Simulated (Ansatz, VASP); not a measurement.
Si: VASP beside Ansatz

The input INCAR:

```
PREC = Accurate
ENCUT = 520
EDIFF = 1E-6
ISMEAR = 0
SIGMA = 0.1
LREAL = False
LASPH = True
NELM = 60
ALGO = Normal
ISIF = 2
LWAVE = False
LCHARG = True
LDIPOL = True
IDIPOL = 3
DIPOL = 0.5 0.5 0.373
GGA = PE
IVDW = 12
LELF = True
LVHAR = True
LVACPOTAV = True
NBANDS = 16
```

KPOINTS

```
Automatic mesh
0
Gamma
  9 9 1
```

The input POSCAR:

```
Si
1.0
    3.8475254764      0.0000000000      0.0000000000
   -1.9237627382      3.3320548043      0.0000000000
    0.0000000000      0.0000000000     18.4415958250
Si
4
Direct
    0.3333333333      0.6666666667      0.2695427207
    0.6666666667      0.3333333333      0.2440135899
    1.0000000000      1.0000000000      0.5011277718
    0.6666666667      1.3333333333      0.4755986410
```

Input for Ansatz:

```yaml
crystal:
  lattice:
    - [3.8475254764, 0.0, 0.0]
    - [-1.9237627382, 3.3320548043, 0.0]
    - [0.0, 0.0, 18.441595825]
  atoms:
    - { symbol: Si, position: [0.3333333333, 0.6666666667, 0.2695427207] }
    - { symbol: Si, position: [0.6666666667, 0.3333333333, 0.2440135899] }
    - { symbol: Si, position: [1.0, 1.0, 0.5011277718] }
    - { symbol: Si, position: [0.6666666667, 1.3333333333, 0.475598641] }
basis:
  ecutwfc: 420
kpoints:
  mp_grid: { grid: [9, 9, 1] }
hamiltonian:
  xc: pbe
  pseudopotentials: { kind: paw, azcp: { folder: soft_1 } }
  dispersion: d3bj
scf:
  occupations: { method: gaussian, width: 0.1 }
output:
  forces: true
  eigenvalues: true
  write_density: true
  write_potential: true
  elf: true
  volumetric_format: npy
efield:
  axis: 3
  dipole_correction: true
  ramp_width: 0.04
```

Alike in both runs: task single point; functional PBE; dispersion D3(BJ); k mesh 9 × 9 × 1; occupations gaussian, width 0.1 eV; no spin polarisation.

|  | VASP | Ansatz |
| --- | --- | --- |
| version | VASP 6.6.1 | Ansatz 0.2.0 |
| potentials or method | VASP PAW PBE potentials, release 64 (Si), cutoff 520 eV | scalar-relativistic, plane waves, PAW |
| valence electrons in the cell | 16 | 16 |

```csv
,VASP,Ansatz,Ansatz less VASP
gap on the k mesh at the Fermi level (eV),0.09,0.09,0.000
least direct gap on the mesh (eV),0.09,0.09,0.000
rms of the force components (eV/Å),0.075,0.077,+0.0013
```

Atom by atom the forces differ by 0.003 eV/Å (rms over components).
